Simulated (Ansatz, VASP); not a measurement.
## SnTe3 in VASP and in Ansatz

```
Te Sn
1.0
     0.00000    3.86122    3.86122
     3.86122    0.00000    3.86122
     3.86122    3.86122    0.00000
Te Sn
3 1
Cartesian
  3.8612 3.8612 3.8612
  5.7918 5.7918 5.7918
  1.9306 1.9306 1.9306
  0.0000 0.0000 0.0000
```

Alike in both runs: functional LDA; k mesh 6 × 6 × 6; occupations fermi-dirac, width 0.05 eV; no spin polarisation.

```csv
,VASP,Ansatz
version,VASP 6.6.1,Ansatz 0.2.0
potentials or method,"VASP PAW LDA potentials, release 64 (Te, Sn_d), cutoff 520 eV","all-electron LAPW, scalar-relativistic"
task,single point,band structure
```

|  | VASP | Ansatz | Ansatz less VASP |
| --- | --- | --- | --- |
| gap on the k mesh at the Fermi level (eV) | none | none | - |
| pressure (GPa) | -3.8 | -3.8 | +0.01 |

LDA's correlation is that of Perdew and Zunger in VASP and of Perdew and Wang (1992) in Ansatz. A gap of «none» marks a metal or a gap that the smearing closes. Ansatz ran all-electron here, and VASP with PAW potentials.

Spin-orbit coupling is off throughout.
